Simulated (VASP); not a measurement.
**PtSe2 (Sudovikovite): relaxation of cell and atoms with revPBE+D3(BJ)**

The system is PtSe2 (Sudovikovite).

```xyz
3
Lattice="3.7240 0.0000 0.0000 -1.8620 3.2251 0.0000 0.0000 0.0000 5.0620" Properties=species:S:1:pos:R:3 pbc="T T T"
Pt    0.0000    0.0000    0.0000
Se    0.0000    2.1501    1.2655
Se    1.8620    1.0750    3.7965
```

```
Program                : VASP 6.6.1
Task                   : relaxation of cell and atoms
Functional             : revPBE
Dispersion             : D3(BJ)
Potentials or basis    : VASP PAW PBE potentials, release 64 (Pt, Se)
Cutoff                 : 600 eV
k mesh                 : 10 × 10 × 7
Occupations            : fermi-dirac, width 0.15 eV
Spin                   : no spin polarisation
Dipole correction      : no
Further INCAR settings : ALGO = Normal; EDIFF = 1e-06; IBRION = 2; EDIFFG = -0.02; NSW = 80; ISIF = 3
```

```json
{
  "Relaxed volume": "19.12 Å³/atom",
  "Relaxed cell": "a = 3.761 Å, b = 3.761 Å, c = 4.682 Å, α = 90.00°, β = 90.00°, γ = 120.00°",
  "Space group after relaxing (to 0.05 Å)": "P-3m1 (No. 164)",
  "Energy gained by relaxing": "32.9 meV/atom",
  "Ionic steps": "14",
  "Pressure after relaxing": "-0.1 GPa",
  "Largest force after relaxing": "0.006 eV/Å",
  "Band gap on the k mesh": "zero (band 11 reaches 8.11 eV, above the bottom of band 12 at 7.09 eV)",
  "Dispersion energy per atom": "-0.985 eV"
}
```

Forces in eV/Å, atoms in the order of the input:
```
Pt   0.000  0.000  0.000
Se   0.000  0.000  0.006
Se   0.000  0.000 -0.006
```

Stress tensor (GPa, compression positive):
```
-0.13  0.00  0.00
 0.00 -0.13  0.00
 0.00  0.00  0.05
```

Step by step:
```
step  energy change (eV)  largest force (eV/Å)  pressure (GPa)  volume (Å³)
   1              0.0000                0.6916            1.70        60.80
   2             -0.0079                0.0391           -4.42        62.70
   3             -0.0202                0.2684           -1.87        61.85
   4             -0.0492                0.2008           -1.53        60.69
   5             -0.0929                0.0728            0.46        57.29
   6             -0.0959                0.1853           -0.82        57.40
   7             -0.0963                0.1578           -0.52        57.38
   8             -0.0969                0.0378            0.97        56.72
   9             -0.0980                0.0507            0.29        57.01
  10             -0.0984                0.0369           -0.17        57.26
  11             -0.0984                0.0395           -0.08        57.21
  12             -0.0986                0.0098            0.17        57.20
  13             -0.0986                0.0027            0.13        57.20
  14             -0.0986                0.0056           -0.07        57.35
```

Final structure:
```yaml
crystal:
  lattice:
    - [3.76074, 0.00000, 0.00000]
    - [-1.88037, 3.25690, 0.00000]
    - [0.00000, 0.00000, 4.68187]
  atoms:
    - { symbol: Pt, position: [0.00000, 0.00000, 0.00000] }
    - { symbol: Se, position: [0.33333, 0.66667, 0.27282] }
    - { symbol: Se, position: [0.66667, 0.33333, 0.72718] }
```

Levels at points of the mesh, in eV from the Fermi level:
```tsv
k point	band 8	band 9	band 10	band 11	band 12	band 13	band 14	band 15
(0.00, 0.00, 0.00)	-2.42	-0.95	-0.95	0.96	0.96	0.96	3.34	4.38
(0.50, 0.00, 0.00)	-3.49	-3.27	-3.21	-2.89	0.54	2.75	5.32	6.39
```

Wall time 8.3 min on 1 thread of Intel(R) Xeon(R) Platinum 8488C (Sapphire Rapids) (shared host), peak memory 0.28 GiB.

Caveat: the PAW data sets were made with another functional, which shifts forces and pressure a little; spin-orbit coupling is left out, which moves the levels of the heavy elements; pairwise dispersion overbinds metals, which lowers pressure and volume.
